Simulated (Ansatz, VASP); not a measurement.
**Two plane-wave programs on TlSnCl3**

```
Tl Sn Cl
1.0
     5.51736    0.00000    0.00000
     0.00000    5.51736    0.00000
     0.00000    0.00000    5.40701
Tl Sn Cl
1 1 3
Cartesian
  0.0000 0.0000 0.0000
  2.7587 2.7587 2.7035
  2.7587 2.7587 0.0000
  2.7587 0.0000 2.7035
  0.0000 2.7587 2.7035
```

Change from the starting cell: uniaxial_z strain -2.0%.

Alike in both runs: task single point; functional r2SCAN; k mesh 6 × 6 × 6; no spin polarisation.

|  | VASP | Ansatz |
| --- | --- | --- |
| version | VASP 6.6.1 | Ansatz 0.2.0 |
| potentials or method | VASP PAW PBE potentials, release 64 (Tl_d, Sn_d, Cl) | plane waves, PAW |
| plane-wave cutoff (eV) | 520 | 500 |
| occupations | gaussian, width 0.01 eV | fixed |
| valence electrons in the cell | 48 | 48 |

```csv
,VASP,Ansatz,Ansatz less VASP
gap on the k mesh at the Fermi level (eV),0.52,0.52,-0.002
pressure (GPa),0.4,0.4,+0.04
"traceless stress, the component that is largest in VASP (GPa)",0.76,0.76,-0.001
```

VASP's potentials were made for PBE, not for r2SCAN.

Spin-orbit coupling is off throughout.
